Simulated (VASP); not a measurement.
A run of VASP 6.6.1 is set up as follows.

File INCAR:

```
PREC = Accurate ; ENCUT = 520
EDIFF = 1E-6 ; ISMEAR = 0
SIGMA = 0.1 ; LREAL = F
LASPH = T ; NELM = 80
ALGO = Normal ; ISIF = 2
LWAVE = F ; LCHARG = F
GGA = PS ; ISYM = 0
NBANDS = 16
```

Contents of KPOINTS:

```
Automatic mesh
0
Gamma
  12 6 29
```

The input POSCAR:

```
WC
1.0
    2.8984136658      0.0000000000      0.0000000000
   -1.4492068329      6.1872576902      0.0000000000
    0.0000000000     -2.5844694041      1.1471298954
W C
1 1
Direct
    0.0000000000      0.0000000000      0.0000000000
    0.3333333333      0.6666666667      0.8333333333
```

Potentials or basis: VASP PAW PBE potentials, release 64 (W_sv, C).

The run is started by

```bash
$ cat potpaw_PBE.64/W_sv/POTCAR potpaw_PBE.64/C/POTCAR > POTCAR
$ mpirun -np 1 vasp_std > vasp.out
```

Q: Predict the pressure.

A: 1.3 GPa.

Q: Predict the band gap on the k mesh.

A: Zero (band 9 reaches 11.66 eV, above the bottom of band 10 at 10.49 eV).

Stress tensor (GPa, compression positive):
```
 1.43 -0.01 -0.05
-0.01  1.42 -0.17
-0.05 -0.17  1.18
```

Caveat: the k points lie up to 0.42 Å⁻¹ apart; the PAW data sets were made with another functional, which shifts forces and pressure a little; spin-orbit coupling is left out, which moves the levels of the heavy elements.
